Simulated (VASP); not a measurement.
# In3P2 (R-3c) in VASP: further runs, part 3 of 3

VASP 6.6.1. The steps go on from the part before.

### Step 4. Relaxation of cell and atoms, PBE

INCAR reads:

```
SYSTEM = In3P2
PREC = Accurate ; ENCUT = 600
EDIFF = 1E-7 ; ISMEAR = 0
SIGMA = 0.1 ; LREAL = .FALSE.
LASPH = .TRUE. ; NELM = 100
ALGO = Normal ; ISIF = 3
LWAVE = .FALSE. ; LCHARG = .FALSE.
GGA = PE ; IBRION = 2
NSW = 90 ; EDIFFG = -0.04
```

KPOINTS reads:

```
Automatic mesh
0
G
  3 3 3
  0 0 0
```

POSCAR reads:

```
In3P2
1.0
    3.2583444293      1.8812060333      5.9306761688
   -3.2583444293      1.8812060333      5.9306761688
    0.0000000000     -3.7624120668      5.9306761688
In P
6 4
Direct
    0.0562500000      0.4437500000      0.7500000000
    0.7500000000      0.0562500000      0.4437500000
    0.4437500000      0.7500000000      0.0562500000
    0.9437500000      0.5562500000      0.2500000000
    0.2500000000      0.9437500000      0.5562500000
    0.5562500000      0.2500000000      0.9437500000
    0.8521800000      0.8521800000      0.8521800000
    0.6478200000      0.6478200000      0.6478200000
    0.1478200000      0.1478200000      0.1478200000
    0.3521800000      0.3521800000      0.3521800000
```

Potentials or basis: VASP PAW PBE potentials, release 64 (In_d, P).

Run with:

```console
cat potpaw_PBE.64/In_d/POTCAR potpaw_PBE.64/P/POTCAR > POTCAR
mpirun -np 1 vasp_std > vasp.out
```

OUTCAR:

```text
SYSTEM = In3P2
   PREC = Accurate
   ENCUT = 600
   EDIFF = 1E-7
   ISMEAR = 0
   LREAL = .FALSE.
   LASPH = .TRUE.
   NELM = 100
   ISIF = 3
   GGA = PE
   IBRION = 2
   NSW = 90
   EDIFFG = -0.04

 ion  position               nearest neighbor table
   1  0.056  0.444  0.750-   9 2.54  10 2.54   7 2.70   8 2.70   2 3.46   3 3.46   4 3.59   4 3.59
                             5 3.73   6 3.73   6 3.73   5 3.73   2 3.92   3 3.92   3 3.92   2 3.92
   2  0.750  0.056  0.444-   9 2.54  10 2.54   8 2.70   7 2.70   3 3.46   1 3.46   5 3.59   5 3.59
                             4 3.73   4 3.73   6 3.73   6 3.73   1 3.92   3 3.92   3 3.92   1 3.92
   3  0.444  0.750  0.056-  10 2.54   9 2.54   7 2.70   8 2.70   2 3.46   1 3.46   6 3.59   6 3.59
                             4 3.73   4 3.73   5 3.73   5 3.73   1 3.92   2 3.92   2 3.92   1 3.92
   4  0.944  0.556  0.250-   7 2.54   8 2.54   9 2.70  10 2.70   6 3.46   5 3.46   1 3.59   1 3.59
                             2 3.73   3 3.73   2 3.73   3 3.73   5 3.92   6 3.92   6 3.92   5 3.92
   5  0.250  0.944  0.556-   7 2.54   8 2.54  10 2.70   9 2.70   6 3.46   4 3.46   2 3.59   2 3.59
                             1 3.73   1 3.73   3 3.73   3 3.73   4 3.92   6 3.92   6 3.92   4 3.92
   6  0.556  0.250  0.944-   8 2.54   7 2.54   9 2.70  10 2.70   5 3.46   4 3.46   3 3.59   3 3.59
                             1 3.73   1 3.73   2 3.73   2 3.73   4 3.92   5 3.92   5 3.92   4 3.92
   7  0.852  0.852  0.852-   5 2.54   6 2.54   4 2.54   3 2.70   1 2.70   2 2.70
   8  0.648  0.648  0.648-   6 2.54   5 2.54   4 2.54   2 2.70   1 2.70   3 2.70
   9  0.148  0.148  0.148-   2 2.54   3 2.54   1 2.54   6 2.70   4 2.70   5 2.70
  10  0.352  0.352  0.352-   3 2.54   2 2.54   1 2.54   5 2.70   4 2.70   6 2.70

  LATTYP: Found a trigonal (rhomboedric) cell.
 ALAT       =     7.0234367925
 COS(alpha) =     0.5695481095

  Lattice vectors:

 A1 = (   3.2583444293,   1.8812060333,   5.9306761688)
[... 187 lines left out ...]
  band No.  band energies     occupation
      1      -7.2391      2.00000
      2      -7.0281      2.00000
      3      -6.9683      2.00000
      4      -6.8859      2.00000
      5      -6.8859      2.00000
      6      -6.8843      2.00000
[... 480 lines left out ...]
  FREE ENERGIE OF THE ION-ELECTRON SYSTEM (eV)
  ---------------------------------------------------
  free  energy   TOTEN  =       -36.0776287650 eV

  energy  without entropy=      -36.0520589399  energy(sigma->0) =      -36.06484385

[... ionic steps 4 to 9 ...]

--------------------------------------- Ionic step       10  -------------------------------------------

 number of electron      97.9999976 magnetization

------------------------ aborting loop because EDIFF is reached ----------------------------------------
[... 83 lines left out ...]
--------------------------------------- Ionic step       12  -------------------------------------------

 number of electron      97.9999961 magnetization

 Free energy of the ion-electron system (eV)
  ---------------------------------------------------
  ext. energy  EPLUGINS =         0.00000000
  ---------------------------------------------------
  free energy    TOTEN  =       -36.13358434 eV

  energy without entropy =      -36.10621893  energy(sigma->0) =      -36.11990164

 E-fermi :   5.9649     XC(G=0):  -9.3902

 val. band max:        5.9527080605   @ k =   0.3333   0.3333   0.0000
 cond. band min:       5.9846450075   @ k =  -0.3333   0.3333   0.3333
 fundamental gap:      0.0319369470
 Fermi energy:         5.9648641582

 k-point     1 :       0.0000    0.0000    0.0000
  band No.  band energies     occupation
      1      -8.9371      2.00000
      2      -8.8256      2.00000
      3      -8.7826      2.00000
      4      -8.7736      2.00000
      5      -8.7736      2.00000
      6      -8.7640      2.00000
[... 392 lines left out ...]
  FREE ENERGIE OF THE ION-ELECTRON SYSTEM (eV)
  ---------------------------------------------------
  free  energy   TOTEN  =       -36.1335843434 eV

  energy  without entropy=      -36.1062189328  energy(sigma->0) =      -36.11990164

 reached required accuracy - stopping structural energy minimisation
```

OSZICAR:

```text
N       E                     dE             d eps       ncg     rms          rms(c)
DAV:   1     0.115295802348E+04    0.11530E+04   -0.48884E+04   704   0.240E+03
DAV:   2     0.150257722556E+03   -0.10027E+04   -0.98229E+03   696   0.613E+02
DAV:   3    -0.212122047654E+02   -0.17147E+03   -0.16498E+03   748   0.245E+02
[... 142 lines left out ...]
DAV:   7    -0.361335823421E+02   -0.22506E-05   -0.11374E-05   886   0.319E-02    0.890E-03
DAV:   8    -0.361335844051E+02   -0.20630E-05   -0.30364E-06   902   0.181E-02    0.343E-03
DAV:   9    -0.361335840444E+02    0.36078E-06   -0.26715E-07   536   0.502E-03    0.112E-03
DAV:  10    -0.361335843142E+02   -0.26980E-06   -0.11580E-07   472   0.210E-03    0.370E-04
DAV:  11    -0.361335843434E+02   -0.29273E-07   -0.29445E-08   396   0.159E-03
  12 F= -.36133584E+02 E0= -.36119902E+02  d E =-.246830E-02
```

CONTCAR:

```text
In3P2
   1.00000000000000
     3.5306862492784754    2.0384426563678519    6.1300244259169965
    -3.5306862492784754    2.0384426563678519    6.1300244259169965
     0.0000000000000000   -4.0768853129589573    6.1300244259188590
  In              P
     6     4
Direct
     0.0436633015328166    0.4563366984671834    0.7500000000000000
     0.7500000000000004    0.0436633015328170    0.4563366984671839
     0.4563366984671831    0.7499999999999996    0.0436633015328160
     0.9563366984671835    0.5436633015328165    0.2500000000000000
     0.2499999999999996    0.9563366984671829    0.5436633015328161
     0.5436633015328171    0.2500000000000004    0.9563366984671839
     0.8560229639205473    0.8560229639205473    0.8560229639205476
     0.6439770360794527    0.6439770360794527    0.6439770360794524
     0.1439770360794526    0.1439770360794526    0.1439770360794527
     0.3560229639205474    0.3560229639205474    0.3560229639205472

  0.00000000E+00  0.00000000E+00  0.00000000E+00
  0.00000000E+00  0.00000000E+00  0.00000000E+00
  0.00000000E+00  0.00000000E+00  0.00000000E+00
  0.00000000E+00  0.00000000E+00  0.00000000E+00
  0.00000000E+00  0.00000000E+00  0.00000000E+00
  0.00000000E+00  0.00000000E+00  0.00000000E+00
  0.00000000E+00  0.00000000E+00  0.00000000E+00
  0.00000000E+00  0.00000000E+00  0.00000000E+00
  0.00000000E+00  0.00000000E+00  0.00000000E+00
  0.00000000E+00  0.00000000E+00  0.00000000E+00
```

Wall time 15 min (1 thread of Intel Xeon 6975P-C (Granite Rapids), shared host); peak memory 0.48 GiB.

What came out:

```
Free energy                           : -36.1336 eV
Relaxed volume                        : 26.47 Å³/atom
Relaxed cell                          : a = 7.362 Å, b = 7.362 Å, c = 7.362 Å, α = 57.32°, β = 57.32°, γ = 57.32°
Space group after relaxing (to 0.1 Å) : R-3c (No. 167)
Energy gained by relaxing             : 165.2 meV/atom
Ionic steps                           : 12
Pressure after relaxing               : 0.1 GPa
Largest force after relaxing          : 0.017 eV/Å
Band gap on the k mesh                : 0.03 eV (least direct gap 0.26 eV)
```

Forces on the atoms (eV/Å):
```
In   0.017  0.000  0.000
In  -0.008  0.014  0.000
In  -0.008 -0.014  0.000
In  -0.017  0.000  0.000
In   0.008 -0.014  0.000
In   0.008  0.014  0.000
P    0.000  0.000  0.015
P    0.000  0.000 -0.015
P    0.000  0.000 -0.015
P    0.000  0.000  0.015
```

Step by step:
| step | energy change (eV) | largest force (eV/Å) | pressure (GPa) | volume (Å³) |
| --- | --- | --- | --- | --- |
| 1 | 0.0000 | 0.1208 | 12.90 | 218.12 |
| 2 | -1.5247 | 0.1914 | -1.76 | 278.40 |
| 3 | -1.5956 | 0.1831 | 0.11 | 265.02 |
| 4 | -1.5959 | 0.1837 | -0.05 | 266.02 |
| 5 | -1.6090 | 0.1454 | -0.04 | 266.13 |
| 6 | -1.6254 | 0.1107 | 0.01 | 266.37 |
| 7 | -1.6259 | 0.1412 | 0.02 | 266.41 |
| 8 | -1.6317 | 0.1233 | -0.03 | 266.62 |
| 9 | -1.6439 | 0.0716 | -0.16 | 267.24 |
| 10 | -1.6470 | 0.0229 | -0.47 | 268.45 |
| 11 | -1.6491 | 0.0139 | -0.34 | 267.98 |
| 12 | -1.6516 | 0.0166 | 0.14 | 264.71 |

Final structure:
```
CELL_PARAMETERS angstrom
3.53069 2.03844 6.13002
-3.53069 2.03844 6.13002
0.00000 -4.07689 6.13002
ATOMIC_POSITIONS crystal
In 0.04366 0.45634 0.75000
In 0.75000 0.04366 0.45634
In 0.45634 0.75000 0.04366
In 0.95634 0.54366 0.25000
In 0.25000 0.95634 0.54366
In 0.54366 0.25000 0.95634
P 0.85602 0.85602 0.85602
P 0.64398 0.64398 0.64398
P 0.14398 0.14398 0.14398
P 0.35602 0.35602 0.35602
```

Caveat: the volume moved by over 15 % at a fixed basis, so the end points are rough; spin-orbit coupling is left out, which moves the levels of the heavy elements; an odd mesh through Γ misses points on the zone boundary, where band edges can lie.

### Step 5. Single point, PBE

This run uses another cell than the first one, of 26.38 Å³/atom.

INCAR reads:

```
SYSTEM = In3P2
  ALGO = Normal
  EDIFF = 1E-6
  ENCUT = 520
  GGA = PE
  ISIF = 2
  ISMEAR = 0
  LASPH = .TRUE.
  LCHARG = .FALSE.
  LREAL = .FALSE.
  LWAVE = .FALSE.
  NBANDS = 60
  NELM = 80
  PREC = Accurate
  SIGMA = 0.1
```

KPOINTS reads:

```
k-points
0
G
  6 6 6
  0 0 0
```

POSCAR reads:

```
In3P2
1.0
    3.5269421185      2.0362809815      6.1230358524
   -3.5269421185      2.0362809815      6.1230358524
    0.0000000000     -4.0725619630      6.1230358525
In P
6 4
Direct
    0.5424384667      0.9575615333      0.2500000000
    0.2500000000      0.5424384667      0.9575615333
    0.9575615333      0.2500000000      0.5424384667
    0.4575615333      0.0424384667      0.7500000000
    0.7500000000      0.4575615333      0.0424384667
    0.0424384667      0.7500000000      0.4575615333
    0.3584045599      0.3584045599      0.3584045599
    0.1415954401      0.1415954401      0.1415954401
    0.6415954401      0.6415954401      0.6415954401
    0.8584045599      0.8584045599      0.8584045599
```

Run with:

```console
cat potpaw_PBE.64/In_d/POTCAR potpaw_PBE.64/P/POTCAR > POTCAR
mpirun -np 1 vasp_std > vasp.out
```

Wall time 7.5 min (1 thread of Intel Xeon 6975P-C (Granite Rapids), shared host); peak memory 0.64 GiB.

Results (log left out):

* Free energy: -36.1617 eV
* Pressure: -0.1 GPa
* Band gap on the k mesh: zero (bands 49 and 50 overlap by 0.20 eV)

Levels at points of the mesh, in eV from the Fermi level:
| k point | band 46 | band 47 | band 48 | band 49 | band 50 | band 51 | band 52 | band 53 |
| --- | --- | --- | --- | --- | --- | --- | --- | --- |
| (0.00, 0.00, 0.00) | -2.47 | -1.60 | -1.27 | -1.27 | 2.12 | 2.12 | 2.25 | 2.73 |
| (0.50, 0.00, 0.00) | -2.18 | -0.23 | -0.23 | -0.08 | -0.08 | 0.65 | 0.65 | 1.17 |
| (0.50, 0.50, 0.00) | -2.36 | -2.03 | -1.04 | -0.38 | 0.31 | 0.51 | 1.42 | 1.64 |
| (0.50, 0.50, 0.50) | -2.40 | -0.05 | -0.05 | -0.05 | -0.05 | 0.37 | 0.37 | 1.58 |

Caveat: semilocal functionals underestimate gaps, so a narrow gap can read as zero; spin-orbit coupling is left out, which moves the levels of the heavy elements.

### Step 6. Overview

```tsv
task	cell	k mesh	cutoff (eV)	gap on the mesh (eV)	pressure (GPa)	largest force (eV/Å)
single point	a = 7.023 Å, angles 55.3°, 10 atoms, atomic positions A	3 × 3 × 3	520	none	12.9	0.12
single point	a = 7.348 Å, angles 57.5°, 10 atoms, atomic positions B	3 × 3 × 3	520	0.03	0.1	0.02
relaxation of cell and atoms	relaxed from a = 7.023 Å, angles 55.3°, 10 atoms, atomic positions A	3 × 3 × 3	600	0.03	0.1	0.02
single point	a = 7.354 Å, angles 57.3°, 10 atoms, atomic positions C	6 × 6 × 6	520	none	-0.1	-
```

Alike in all rows: level PBE; potentials or basis VASP PAW PBE potentials, release 64 (In_d, P); no spin polarisation; smearing gaussian 0.1 eV.

Caveats: some runs use coarse meshes; spin-orbit coupling is left out, which moves the levels of the heavy elements; semilocal functionals underestimate gaps, so a narrow gap can read as zero (at least some runs); an odd mesh through Γ misses points on the zone boundary, where band edges can lie (at least some runs); the volume moved by over 15 % at a fixed basis, so the end points are rough (at least some runs).

Total energies depend on the potentials used, so only differences within one code and one set of settings carry meaning.
